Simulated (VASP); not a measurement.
# Zn3Se2 (P-3m1) in VASP: a series of runs, part 2 of 2

VASP 6.6.1. Earlier steps stand in the parts before.

## Step 4: Relaxation of cell and atoms, PBE

INCAR reads:

```
ALGO = Normal
EDIFF = 1E-6
EDIFFG = -0.04
ENCUT = 600
GGA = PE
IBRION = 2
ISIF = 3
ISMEAR = 0
LASPH = T
LCHARG = F
LREAL = F
LWAVE = F
NELM = 60
NSW = 90
PREC = Accurate
SIGMA = 0.1
```

KPOINTS reads:

```
k-points
0
Gamma
  6 6 4
```

POSCAR reads:

```
Zn3Se2
1.0
    4.0927799119      0.0000000000      0.0000000000
   -2.0463899559      3.5444513758      0.0000000000
    0.0000000000      0.0000000000      6.3677007258
Zn Se
3 2
Direct
    0.0000000000      0.0000000000      0.0000000000
    0.3333333333      0.6666666667      0.6450000000
    0.6666666667      0.3333333333      0.3550000000
    0.3333333333      0.6666666667      0.2450000000
    0.6666666667      0.3333333333      0.7550000000
```

The run is started by

```console
cat potpaw_PBE.64/Zn/POTCAR potpaw_PBE.64/Se/POTCAR > POTCAR
mpirun -np 1 vasp_std > vasp.out
```

It took 13 min on 1 thread of Intel Xeon 6975P-C (Granite Rapids), shared host; peak memory 0.3 GiB.

It converged, with:

| Item | Value |
| --- | --- |
| Free energy | -11.7354 eV |
| Relaxed volume | 27.38 Å³/atom |
| Relaxed cell | a = 4.066 Å, b = 4.066 Å, c = 9.559 Å, α = 90.00°, β = 90.00°, γ = 120.00° |
| Space group after relaxing (to 0.1 Å) | P-3m1 (No. 164) |
| Energy gained by relaxing | 214.9 meV/atom |
| Ionic steps | 37 |
| Pressure after relaxing | 0.0 GPa |
| Largest force after relaxing | 0.030 eV/Å |
| Band gap on the k mesh | 1.02 eV (least direct gap 1.36 eV) |

Forces in eV/Å, atoms in the order of the input:
```
Zn   0.000  0.000  0.000
Zn   0.000  0.000  0.030
Zn   0.000  0.000 -0.030
Se   0.000  0.000  0.025
Se   0.000  0.000 -0.025
```

Stress tensor (GPa, compression positive):
```
-0.01  0.00  0.00
 0.00 -0.01  0.00
 0.00  0.00  0.10
```

The path:
```csv
step,energy change (eV),largest force (eV/Å),pressure (GPa),volume (Å³)
1,0.0000,0.4665,11.44,92.37
2,-0.4679,0.4934,-1.33,111.15
3,-0.4843,0.3734,0.20,107.67
4,-0.4842,0.3852,0.04,107.99
5,-0.5046,0.3672,0.00,108.56
6,-0.5663,0.3167,0.03,110.26
7,-0.6813,0.1821,0.21,113.54
8,-0.8265,0.2724,1.34,119.61
9,-0.4331,1.2667,6.63,129.90
10,-0.8108,0.4717,2.72,121.93
11,-0.8242,0.4529,2.46,123.06
12,-0.8557,0.4080,1.78,126.43
13,-0.8861,0.3427,0.83,133.25
14,-0.8894,0.3314,0.42,136.64
15,-0.8966,0.3305,0.35,136.53
16,-0.9155,0.3247,0.06,136.17
17,-0.9409,0.3047,-0.56,135.46
18,-0.9383,0.2082,-1.70,133.98
19,-0.9486,0.2704,-1.10,134.77
20,-0.9613,0.2565,-0.93,133.42
21,-0.9878,0.2139,-0.30,129.41
22,-0.9792,0.1415,0.84,121.64
23,-0.9950,0.1766,0.14,126.45
24,-0.9996,0.1736,0.05,126.75
25,-1.0121,0.1618,-0.03,127.67
26,-1.0312,0.1800,-0.14,129.46
27,-1.0448,0.3198,-0.41,132.91
28,-1.0503,0.2809,-0.25,132.90
29,-1.0596,0.1657,0.19,132.87
30,-1.0507,0.1145,1.35,132.78
31,-1.0613,0.0982,0.51,132.85
32,-1.0676,0.0848,0.30,134.00
33,-1.0715,0.0638,0.10,135.46
34,-1.0718,0.0760,0.00,136.03
35,-1.0718,0.0734,0.04,135.95
36,-1.0726,0.0623,0.01,136.18
37,-1.0743,0.0296,0.03,136.88
```

Final structure:
```xyz
5
Lattice="4.0664 0.0000 0.0000 -2.0332 3.5216 0.0000 0.0000 0.0000 9.5586" Properties=species:S:1:pos:R:3 pbc="T T T"
Zn    0.0000    0.0000    0.0000
Zn    0.0000    2.3477    5.7119
Zn    2.0332    1.1739    3.8467
Se    0.0000    2.3477    3.0557
Se    2.0332    1.1739    6.5028
```

Levels at points of the mesh, in eV from the valence-band top:
```tsv
k point	band 22	band 23	band 24	band 25	band 26	band 27
(0.00, 0.00, 0.00)	-1.37	-0.74	-0.74	1.02	1.97	4.20
(0.50, 0.00, 0.00)	-1.92	-1.63	-0.17	2.04	2.24	2.93
(0.00, 0.00, 0.50)	-0.74	-0.74	-0.32	1.05	1.10	4.37
(0.50, 0.00, 0.50)	-1.80	-1.64	-0.51	1.90	2.18	3.08
```

Caveat: the volume moved by over 15 % at a fixed basis, so the end points are rough. A k mesh can miss the band edges.

## Step 5: Single point, PBE

This run uses another cell than the first one, of 28.65 Å³/atom.

INCAR reads:

```
PREC = Accurate ; ENCUT = 520
EDIFF = 1E-6 ; ISMEAR = 0
SIGMA = 0.02 ; LREAL = False
LASPH = True ; NELM = 100
ALGO = Normal ; ISIF = 2
LWAVE = False ; LCHARG = False
GGA = PE ; NBANDS = 32
```

KPOINTS reads:

```
Automatic mesh
0
Gamma
  12 12 4
```

POSCAR reads:

```
Zn3Se2
1.0
    4.0633857863      0.0000000000      0.0000000000
   -2.0316928932      3.5189953163      0.0000000000
    0.0000000000      0.0000000000     10.0167368331
Zn Se
3 2
Direct
    0.0000000000      0.0000000000      0.0000000000
    0.3333333333      0.6666666667      0.5944391367
    0.6666666667      0.3333333333      0.4055608633
    0.3333333333      0.6666666667      0.3285921300
    0.6666666667      0.3333333333      0.6714078700
```

The run is started by

```console
cat potpaw_PBE.64/Zn/POTCAR potpaw_PBE.64/Se/POTCAR > POTCAR
mpirun -np 1 vasp_std > vasp.out
```

Wall time 2.2 min (1 thread of Intel Xeon 6975P-C (Granite Rapids), shared host); peak memory 0.42 GiB.

It converged, with:

* Free energy: -11.7834 eV
* Pressure: 0.1 GPa
* Largest force: 0.026 eV/Å
* Band gap on the k mesh: 1.06 eV (least direct gap 1.62 eV)

Forces on the atoms (eV/Å):
```
Zn   0.000  0.000  0.000
Zn   0.000  0.000 -0.004
Zn   0.000  0.000  0.004
Se   0.000  0.000 -0.026
Se   0.000  0.000  0.026
```

Levels at points of the mesh, in eV from the valence-band top:
```csv
k point,band 22,band 23,band 24,band 25,band 26,band 27
"(0.00, 0.00, 0.00)",-1.34,-0.71,-0.71,1.06,1.86,3.87
"(0.50, 0.00, 0.00)",-1.78,-1.62,-0.21,2.15,2.26,2.91
"(0.00, 0.00, 0.50)",-0.71,-0.71,-0.54,1.08,1.17,4.10
"(0.50, 0.00, 0.50)",-1.71,-1.62,-0.44,2.03,2.23,3.04
```

## Step 6: Summary

```csv
task,cell,k mesh,cutoff (eV),smearing,gap on the mesh (eV),pressure (GPa),largest force (eV/Å)
single point,"a = 4.093, b = 4.093, c = 6.368 Å, angles 90.0, 90.0, 120.0°, 5 atoms, atomic positions A",6 × 6 × 4,520,gaussian 0.1 eV,none,11.4,0.47
single point,"a = 4.067, b = 4.067, c = 10.008 Å, angles 90.0, 90.0, 120.0°, 5 atoms, atomic positions B",6 × 6 × 4,520,gaussian 0.1 eV,1.05,0.1,0.03
relaxation of cell and atoms,"relaxed from a = 4.093, b = 4.093, c = 6.368 Å, angles 90.0, 90.0, 120.0°, 5 atoms, atomic positions A",6 × 6 × 4,600,gaussian 0.1 eV,1.02,0.0,0.03
single point,"a = 4.063, b = 4.063, c = 10.017 Å, angles 90.0, 90.0, 120.0°, 5 atoms, atomic positions C",12 × 12 × 4,520,gaussian 0.02 eV,1.06,0.1,0.03
```

Alike in all rows: level PBE; potentials or basis VASP PAW PBE potentials, release 64 (Zn, Se); no spin polarisation.

Caveats: the cell stands under pressure (at least some runs); the volume moved by over 15 % at a fixed basis, so the end points are rough (at least some runs).

Absolute energies hang on the potentials; compare differences alone.
